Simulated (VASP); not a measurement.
Input of a VASP 6.6.1 run:

INCAR

```
PREC = Accurate
ENCUT = 520
EDIFF = 1E-6
ISMEAR = 0
SIGMA = 0.1
LREAL = F
LASPH = T
NELM = 100
ALGO = Normal
ISIF = 2
LWAVE = F
LCHARG = F
LDIPOL = T
IDIPOL = 3
DIPOL = 0.5 0.5 0.500
GGA = CA
NBANDS = 11
```

File KPOINTS:

```
Automatic mesh
0
Gamma
  15 15 1
```

The input POSCAR:

```
Si
1.0
    3.5850000000      0.0000000000      0.0000000000
   -1.7925000000      3.1047010726      0.0000000000
    0.0000000000      0.0000000000     28.0000000000
Si
2
Direct
    0.3333333333      0.6666666667      0.5127500000
    0.6666666667      0.3333333333      0.4872500000
```

Potentials or basis: VASP PAW LDA potentials, release 64 (Si).

Launch:

```console
$ cat potpaw_LDA.64/Si/POTCAR > POTCAR
$ mpirun -np 1 vasp_std > vasp.out
```

(1) What does it give for the band gap on the k mesh?

(2) What does it give for the largest force?

## Answers

(1) zero (filled and empty bands touch).

(2) 0.031 eV/Å.
